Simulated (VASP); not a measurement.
# MoS2 (P-6m2) in VASP: a series of runs

The runs below take MoS2 through single point, relaxation of the atoms, with PBE+D3(BJ).

Everything below comes from runs of VASP 6.6.1. Logs are shortened: lines on timing, memory, paths and dates and some standing lists are left out, and cuts for length are marked.

**1. The cell of the first run**

The structure is hexagonal, space group P-6m2 (No. 187). Conventional cell: a = 3.150 Å, b = 3.150 Å, c = 6.847 Å, α = 90.00°, β = 90.00°, γ = 120.00°. Mo (site symmetry -6m2) has 6 S at 2.40 Å and 6 Mo at 3.15 Å within 3.2 Å. S (site symmetry 3m) has 3 Mo at 2.40 Å and 7 S at 3.14 to 3.15 Å within 3.2 Å.

**2. Single point, PBE+D3(BJ) (strain along c alone, the other axes held: +3.0 %, then relaxed in part)**

Input file INCAR:

```
  ALGO = Normal
  EDIFF = 1E-7
  ENCUT = 520
  GGA = PE
  ISIF = 2
  ISMEAR = 0
  IVDW = 12
  LASPH = T
  LCHARG = T
  LELF = T
  LREAL = F
  LVHAR = T
  LWAVE = F
  NBANDS = 20
  NELM = 80
  PREC = Accurate
  SIGMA = 0.02
```

Input file KPOINTS:

```
k-points
0
Gamma
  12 12 4
```

Input file POSCAR:

```
MoS2
1.0
    3.1497239970      0.0000000000      0.0000000000
   -1.5748619985      2.7277409963      0.0000000000
    0.0000000000      0.0000000000      6.8469689400
Mo S
1 2
Direct
    0.0000000000      0.0000000000      0.0000000000
    0.3333333333      0.6666666667      0.2292210263
    0.3333333333      0.6666666667      0.7707789737
```

Potentials or basis: VASP PAW PBE potentials, release 64 (Mo_sv, S).

The run is started by

```console
> cat potpaw_PBE.64/Mo_sv/POTCAR potpaw_PBE.64/S/POTCAR > POTCAR
> mpirun -np 1 vasp_std > vasp.out
```

OUTCAR:

```text
EDIFF = 1E-7
   ENCUT = 520
   GGA = PE
   ISIF = 2
   ISMEAR = 0
   IVDW = 12
   LASPH = T
   LREAL = F
   NELM = 80
   PREC = Accurate
 IVDW          = 12

 ion  position               nearest neighbor table
   1  0.000  0.000  0.000-   2 2.40   3 2.40   2 2.40   3 2.40   2 2.40   3 2.40
   2  0.333  0.667  0.229-   1 2.40   1 2.40   1 2.40
   3  0.333  0.667  0.771-   1 2.40   1 2.40   1 2.40

  LATTYP: Found a hexagonal cell.
 ALAT       =     3.1497239970
 C/A-ratio  =     2.1738314044

  Lattice vectors:

 A1 = (   3.1497239970,   0.0000000000,   0.0000000000)
 A2 = (  -1.5748619985,   2.7277409963,   0.0000000000)
 A3 = (   0.0000000000,   0.0000000000,   6.8469689400)

Analysis of symmetry for initial positions (statically):
=====================================================================
 Subroutine PRICEL returns:
 Original cell was already a primitive cell.

 Routine SETGRP: Setting up the symmetry group for a
 hexagonal supercell.

 Subroutine GETGRP returns: Found 12 space group operations
 (whereof 12 operations were pure point group operations)
 out of a pool of 24 trial point group operations.

The static configuration has the point symmetry D_3h.

Analysis of symmetry for dynamics (positions and initial velocities):
=====================================================================
 Subroutine PRICEL returns:
 Original cell was already a primitive cell.

 Routine SETGRP: Setting up the symmetry group for a
 hexagonal supercell.

 Subroutine GETGRP returns: Found 12 space group operations
 (whereof 12 operations were pure point group operations)
 out of a pool of 24 trial point group operations.

The dynamic configuration has the point symmetry D_3h.

 Subroutine INISYM returns: Found 12 space group operations
 (whereof 12 operations are pure point group operations),
 and found     1 'primitive' translations

----------------------------------------------------------------------------------------

                                     Primitive cell

  volume of cell :      58.8266

  direct lattice vectors                    reciprocal lattice vectors
     3.149723997  0.000000000  0.000000000     0.317488136  0.183301861  0.000000000
    -1.574861999  2.727740996  0.000000000     0.000000000  0.366603721  0.000000000
     0.000000000  0.000000000  6.846968940     0.000000000  0.000000000  0.146050027

  length of vectors
     3.149723997  3.149723997  6.846968940     0.366603721  0.366603721  0.146050027

  position of ions in fractional coordinates (direct lattice)
     0.000000000  0.000000000  0.000000000
     0.333333333  0.666666667  0.229221026
     0.333333333  0.666666667  0.770778974

  ion indices of the primitive-cell ions
   primitive index   ion index
                 1           1
                 2           2
                 3           3

----------------------------------------------------------------------------------------

 KPOINTS: k-points

Automatic generation of k-mesh.
 Grid dimensions read from file:
 generate k-points for:   12   12    4

 Generating k-lattice:

  Cartesian coordinates                     Fractional coordinates (reciprocal lattice)
     0.026457345  0.015275155  0.000000000     0.083333333 -0.000000000  0.000000000
     0.000000000  0.030550310  0.000000000     0.000000000  0.083333333  0.000000000
     0.000000000  0.000000000  0.036512507     0.000000000  0.000000000  0.250000000

  Length of vectors
     0.030550310  0.030550310  0.036512507

  Shift w.r.t. Gamma in fractional coordinates (k-lattice)
     0.000000000  0.000000000  0.000000000

 Subroutine IBZKPT returns following result:
 ===========================================

 Found     57 irreducible k-points:

 Following reciprocal coordinates:
            Coordinates               Weight
  0.000000  0.000000  0.000000      1.000000
  0.083333  0.000000  0.000000      6.000000
  0.166667  0.000000  0.000000      6.000000
  0.250000  0.000000  0.000000      6.000000
  0.333333  0.000000  0.000000      6.000000
  0.416667 -0.000000  0.000000      6.000000
[... 16 lines left out ...]
  0.250000  0.000000  0.250000     12.000000
  0.333333  0.000000  0.250000     12.000000
 [... further k-points ...]
   k-points           NKPTS =     57   k-points in BZ     NKDIM =     57   number of bands    NBANDS=     20
   number of dos      NEDOS =    301   number of ions     NIONS =      3
   total plane-waves  NPLWV =  31104
   dimension x,y,z NGX =    24 NGY =   24 NGZ =   54
   dimension x,y,z NGXF=    48 NGYF=   48 NGZF=  108
   ions per type =               1   2
   NGX,Y,Z   is equivalent  to a cutoff of  12.67, 12.67, 13.11 a.u.
   NGXF,Y,Z  is equivalent  to a cutoff of  25.33, 25.33, 26.22 a.u.
 SYSTEM =  unknown system
   PREC   = accura    normal or accurate (medium, high low for compatibility)
   ISTART =      0    job   : 0-new  1-cont  2-samecut
   ICHARG =      2    charge: 1-file 2-atom 10-const
   ISPIN  =      1    spin polarized calculation?
   LNONCOLLINEAR =      F non collinear calculations
   LSORBIT =      F    spin-orbit coupling
   LASPH  =      T    aspherical Exc in radial PAW
   ENCUT  =  520.0 eV  38.22 Ry    6.18 a.u.   5.86  5.86 12.73*2*pi/ulx,y,z
   NELM   =     80;   NELMIN=  2; NELMDL= -5     # of ELM steps
   EDIFF  = 0.1E-06   stopping-criterion for ELM
   LREAL  =      F    real-space projection
   EDIFFG = 0.1E-05   stopping-criterion for IOM
   NSW    =      0    number of steps for IOM
   IBRION =     -1    ionic relax: 0-MD 1-quasi-New 2-CG
   NFREE  =      0    steps in history (QN), initial steepest desc. (CG)
   ISIF   =      2    stress and relaxation
   ISYM   =      2    0-nonsym 1-usesym 2-fastsym
   POTIM  = 0.5000    time-step for ionic-motion
   TEBEG  =    0.0;   TEEND  =   0.0 temperature during run
   PSTRESS=    0.0 pullay stress
   NELECT =      26.0000    total number of electrons
   NUPDOWN=      -1.0000    fix difference up-down
   EMIN   =  10.00;   EMAX   =-10.00  energy-range for DOS
   EFERMI =   0.00;   METHOD = LEGACY
   ISMEAR =     0;   SIGMA  =   0.02  broadening in eV -4-tet -1-fermi 0-gaus
   EFERMI_NEDOS =   21; number of points for ismear=-14 and -15
   IALGO  =     38    algorithm
   IMIX   =      4    mixing-type and parameters
     AMIX     =   0.40;   BMIX     =  1.00
     AMIX_MAG =   1.60;   BMIX_MAG =  1.00
  volume/ion in A,a.u.               =      19.61       132.33
  Fermi-wavevector in a.u.,A,eV,Ry     =   1.247023  2.356533 21.157977  1.555067
  Thomas-Fermi vector in A             =   2.381174
   LORBIT       =      0    0 simple, 1 ext, 2 COOP (PROOUT), +10 PAW based schemes
   GGA     = PE    functional components
   LHFCALC =     F    Hartree Fock is set to
   AEXX    =    0.0000 exact exchange contribution
   IVDW    =    12    specifies the selected vdW correction
   LEPSILON=     F    determine dielectric tensor
   LRPA    =     F    only Hartree local field effects (RPA)
 non-spin polarized calculation
 Gauss-broadening in eV      SIGMA  =   0.02
  energy-cutoff  :      520.00
  volume of cell :       58.83
 maximum number of plane-waves:      1602
 NGX is ok and might be reduce to    24
   NGX = 11   NGY = 11   NGZ = 25

 number of electron      26.0000000 magnetization

 Free energy of the ion-electron system (eV)
  ---------------------------------------------------
  ext. energy  EPLUGINS =         0.00000000
  ---------------------------------------------------
  free energy    TOTEN  =       -21.82200316 eV

  energy without entropy =      -21.82200316  energy(sigma->0) =      -21.82200316

 E-fermi :   6.2943     XC(G=0): -10.0930

 val. band max:        6.0099781724   @ k =   0.0000   0.0000   0.5000
 cond. band min:       7.3784298776   @ k =   0.1667   0.1667   0.0000
 fundamental gap:      1.3684517053
 Fermi energy:         6.2942672603

 k-point     1 :       0.0000    0.0000    0.0000
  band No.  band energies     occupation
      1     -55.1302      2.00000
      2     -29.2942      2.00000
      3     -29.0484      2.00000
      4     -29.0484      2.00000
      5      -8.5143      2.00000
      6      -7.1164      2.00000
[... 12 lines left out ...]
     19      13.4589      0.00000
     20      15.0391      0.00000

 k-point     2 :       0.0833    0.0000    0.0000
  band No.  band energies     occupation
      1     -55.1273      2.00000
      2     -29.2886      2.00000
      3     -29.0768      2.00000
      4     -29.0548      2.00000
      5      -8.4074      2.00000
      6      -7.0728      2.00000
[... 12 lines left out ...]
     19      13.6312      0.00000
     20      15.5176      0.00000

 k-point     3 :       0.1667    0.0000    0.0000
  band No.  band energies     occupation
      1     -55.1195      2.00000
      2     -29.2734      2.00000
      3     -29.1536      2.00000
      4     -29.0724      2.00000
      5      -8.1030      2.00000
      6      -6.9490      2.00000
[... 12 lines left out ...]
     19      14.2947      0.00000
     20      15.6337      0.00000

 k-point     4 :       0.2500    0.0000    0.0000
  band No.  band energies     occupation
      1     -55.1088      2.00000
      2     -29.2571      2.00000
      3     -29.2525      2.00000
      4     -29.0962      2.00000
      5      -7.6505      2.00000
      6      -6.7667      2.00000
[... 12 lines left out ...]
     19      14.5997      0.00000
     20      15.1362      0.00000

 k-point     5 :       0.3333    0.0000    0.0000
  band No.  band energies     occupation
      1     -55.0980      2.00000
      2     -29.3590      2.00000
      3     -29.2316      2.00000
      4     -29.1199      2.00000
      5      -7.1391      2.00000
      6      -6.5656      2.00000
[... 12 lines left out ...]
     19      13.4580      0.00000
     20      14.3371      0.00000
[... 353 lines left out ...]
      6      -7.1347      2.00000
[... 12 lines left out ...]
     19      13.8229      0.00000
     20      15.3710      0.00000

 k-point    22 :       0.1667    0.0000    0.2500
  band No.  band energies     occupation
      1     -55.1195      2.00000
      2     -29.2734      2.00000
      3     -29.1536      2.00000
      4     -29.0724      2.00000
      5      -8.0674      2.00000
      6      -7.0061      2.00000
[... 12 lines left out ...]
     19      14.2810      0.00000
     20      15.6765      0.00000

 k-point    23 :       0.2500    0.0000    0.2500
  band No.  band energies     occupation
      1     -55.1088      2.00000
      2     -29.2571      2.00000
      3     -29.2525      2.00000
      4     -29.0962      2.00000
      5      -7.6158      2.00000
      6      -6.8167      2.00000
[... 12 lines left out ...]
     19      14.4544      0.00000
     20      15.2123      0.00000

 k-point    24 :       0.3333    0.0000    0.2500
  band No.  band energies     occupation
      1     -55.0980      2.00000
      2     -29.3590      2.00000
      3     -29.2316      2.00000
      4     -29.1199      2.00000
      5      -7.1067      2.00000
      6      -6.6073      2.00000
[... 12 lines left out ...]
     19      13.7120      0.00000
     20      14.4174      0.00000

 [... further k-points ...]

------------------------ aborting loop because EDIFF is reached ----------------------------------------

 Edisp (eV)   -1.16205

 E8    (eV) :    -0.4703

  FORCE on cell =-STRESS in cart. coord.  units (eV):
  Direction    XX          YY          ZZ          XY          YZ          ZX
  --------------------------------------------------------------------------------------
  -------------------------------------------------------------------------------------
  Total      -0.08827    -0.08827    -0.44470    -0.00000     0.00000     0.00000
  in kB      -2.40403    -2.40403   -12.11157    -0.00000     0.00000     0.00000
  external pressure =       -5.64 kB  Pullay stress =        0.00 kB

 VOLUME and BASIS-vectors are now :
 -----------------------------------------------------------------------------
  energy-cutoff  :      520.00
  volume of cell :       58.83
      direct lattice vectors                 reciprocal lattice vectors
     3.149723997  0.000000000  0.000000000     0.317488136  0.183301861  0.000000000
    -1.574861999  2.727740996  0.000000000     0.000000000  0.366603721  0.000000000
     0.000000000  0.000000000  6.846968940     0.000000000  0.000000000  0.146050027

 POSITION                                       TOTAL-FORCE (eV/Angst)
 -----------------------------------------------------------------------------------
      0.00000      0.00000      0.00000        -0.000000      0.000000      0.000000
     -0.00000      1.81849      1.56947         0.000000     -0.000000     -0.012023
     -0.00000      1.81849      5.27750        -0.000000      0.000000      0.012023
 -----------------------------------------------------------------------------------
    total drift:                                0.000000     -0.000000     -0.000000

  FREE ENERGIE OF THE ION-ELECTRON SYSTEM (eV)
  ---------------------------------------------------
  free  energy   TOTEN  =       -22.9840579736 eV

  energy  without entropy=      -22.9840579736  energy(sigma->0) =      -22.98405797
```

Wall time 43 s (1 thread of Intel Xeon 6975P-C (Granite Rapids), shared host); peak memory 0.22 GiB.

Results:

```yaml
Free_energy: -22.9841 eV
Pressure: -0.6 GPa
Largest_force: 0.012 eV/Å
Band_gap_on_the_k_mesh: 1.37 eV (least direct gap 1.78 eV)
Dispersion_energy_per_atom: -0.387 eV
```

Forces on the atoms (eV/Å):
```
Mo   0.000  0.000  0.000
S    0.000  0.000 -0.012
S    0.000  0.000  0.012
```

Levels at points of the mesh, in eV from the valence-band top:
| k point | band 11 | band 12 | band 13 | band 14 | band 15 | band 16 |
| --- | --- | --- | --- | --- | --- | --- |
| (0.00, 0.00, 0.00) | -1.74 | -1.56 | -0.76 | 2.56 | 2.56 | 2.73 |
| (0.50, 0.00, 0.00) | -1.98 | -1.23 | -1.12 | 2.05 | 2.47 | 3.89 |
| (0.00, 0.00, 0.50) | -1.75 | -1.75 | 0.00 | 2.51 | 2.51 | 2.79 |
| (0.50, 0.00, 0.50) | -2.59 | -1.18 | -0.81 | 2.07 | 2.62 | 3.35 |

Caveat: the cell differs from its parent crystal (strain along c alone, the other axes held: +3.0 %, then relaxed in part). A k mesh can miss the band edges.

**3. Relaxation of the atoms, PBE+D3(BJ) (strain along c alone, the other axes held: -3.0 %)**

Input file INCAR:

```
  PREC = Accurate
  ENCUT = 520
  EDIFF = 1E-6
  ISMEAR = 0
  SIGMA = 0.02
  LREAL = F
  LASPH = T
  NELM = 60
  ALGO = Normal
  ISIF = 2
  LWAVE = F
  LCHARG = F
  GGA = PE
  IVDW = 12
  IBRION = 2
  NSW = 60
  EDIFFG = -0.008
```

Input file KPOINTS:

```
Automatic mesh
0
Gamma
  12 12 4
```

Input file POSCAR:

```
MoS2
1.0
    3.1497239970      0.0000000000      0.0000000000
   -1.5748619985      2.7277409963      0.0000000000
    0.0000000000      0.0000000000      6.4481163804
Mo S
1 2
Direct
    0.0000000000      0.0000000000      0.0000000000
    0.3333333333      0.6666666667      0.2399959284
    0.3333333333      0.6666666667      0.7600040716
```

Potentials or basis: VASP PAW PBE potentials, release 64 (Mo_sv, S).

The run is started by

```console
> cat potpaw_PBE.64/Mo_sv/POTCAR potpaw_PBE.64/S/POTCAR > POTCAR
> mpirun -np 1 vasp_std > vasp.out
```

Wall time 40 s (1 thread of Intel Xeon 6975P-C (Granite Rapids), shared host); peak memory 0.21 GiB.

The run converged. Its results:

```
Free energy                : -22.9807 eV
Energy gained by relaxing  : 1.2 meV/atom
Ionic steps                : 2
Pressure after relaxing    : 0.8 GPa
Band gap on the k mesh     : 1.03 eV (least direct gap 1.74 eV)
Dispersion energy per atom : -0.409 eV
```

Stress tensor (GPa, compression positive):
```
0.21 0.00 0.00
0.00 0.21 0.00
0.00 0.00 1.98
```

The path:
```tsv
step	energy change (eV)	largest force (eV/Å)	pressure (GPa)
1	0.0000	0.2757	2.05
2	-0.0036	0.0014	0.80
```

Final structure:
```
Mo S
1.0
     3.14972    0.00000    0.00000
    -1.57486    2.72774    0.00000
     0.00000    0.00000    6.44812
Mo S
1 2
Direct
  0.00000 0.00000 0.00000
  0.33333 0.66667 0.24206
  0.33333 0.66667 0.75794
```

Levels at points of the mesh, in eV from the valence-band top:
```
           k point  band 9  band 10  band 11  band 12  band 13  band 14  band 15  band 16  band 17
(0.00, 0.00, 0.00)   -3.19    -2.04    -2.04    -1.41    -1.13     2.32     2.32     2.44     2.44
(0.50, 0.00, 0.00)   -5.04    -3.75    -1.97    -1.57    -1.51     1.77     2.16     3.78     3.96
(0.00, 0.00, 0.50)   -3.18    -3.18    -2.07    -2.07     0.00     2.21     2.21     2.59     2.59
(0.50, 0.00, 0.50)   -4.48    -3.79    -3.12    -1.45    -0.94     1.80     2.40     2.98     3.68
```

Caveat: the cell differs from its parent crystal (strain along c alone, the other axes held: -3.0 %).
